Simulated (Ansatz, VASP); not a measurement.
**CdSe: VASP beside Ansatz**

File INCAR:

```
SYSTEM = CdSe
PREC = Accurate
ENCUT = 520
EDIFF = 1E-6
ISMEAR = -1
SIGMA = 0.03
LREAL = .FALSE.
LASPH = .TRUE.
NELM = 100
ALGO = Normal
ISIF = 2
LWAVE = .FALSE.
LCHARG = .TRUE.
GGA = PE
LELF = .TRUE.
LVHAR = .TRUE.
NBANDS = 26
```

KPOINTS

```
Automatic mesh
0
G
  3 3 2
  0 0 0
```

The input POSCAR:

```
CdSe
1.0
    4.3000000000      0.0000000000      0.0000000000
   -2.1500000000      3.7239092363      0.0000000000
    0.0000000000      0.0000000000      7.0200000000
Cd Se
2 2
Direct
    0.6666666667      0.3333333333      0.5000000000
    0.3333333333      0.6666666667      0.0000000000
    0.6666666667      0.3333333333      0.8850000000
    0.3333333333      0.6666666667      0.3850000000
```

Contents of input.yaml:

```yaml
crystal:
  lattice:
    - [4.3, 0.0, 0.0]
    - [-2.15, 3.7239092363, 0.0]
    - [0.0, 0.0, 7.02]
  atoms:
    - { symbol: Cd, position: [0.6666666667, 0.3333333333, 0.5] }
    - { symbol: Cd, position: [0.3333333333, 0.6666666667, 0.0] }
    - { symbol: Se, position: [0.6666666667, 0.3333333333, 0.885] }
    - { symbol: Se, position: [0.3333333333, 0.6666666667, 0.385] }
kpoints:
  mp_grid: { grid: [3, 3, 2] }
scf:
  occupations: { method: fermi_dirac, width: 0.03 }
hamiltonian:
  xc: pbe
  pseudopotentials: { kind: all_electron, lapw: { basis_error: 0.003 } }
output:
  forces: true
  stress: true
  eigenvalues: true
```

Alike in both runs: task single point; functional PBE; k mesh 3 × 3 × 2; occupations fermi-dirac, width 0.03 eV; no spin polarisation.

|  | VASP | Ansatz |
| --- | --- | --- |
| version | VASP 6.6.1 | Ansatz 0.2.0 |
| potentials or method | VASP PAW PBE potentials, release 64 (Cd, Se), cutoff 520 eV | all-electron LAPW, scalar-relativistic |

```csv
,VASP,Ansatz,Ansatz less VASP
gap on the k mesh at the Fermi level (eV),0.68,0.68,0.000
least direct gap on the mesh (eV),0.68,0.68,0.000
pressure (GPa),3.7,3.4,-0.30
"traceless stress, the component that is largest in VASP (GPa)",-2.09,-2.04,+0.055
rms of the force components (eV/Å),0.200,0.195,-0.0055
```

Atom by atom the forces differ by 0.005 eV/Å (rms over components). Ansatz ran all-electron here, and VASP with PAW potentials.

The k mesh is coarse, so the values compare programs but aren't converged.
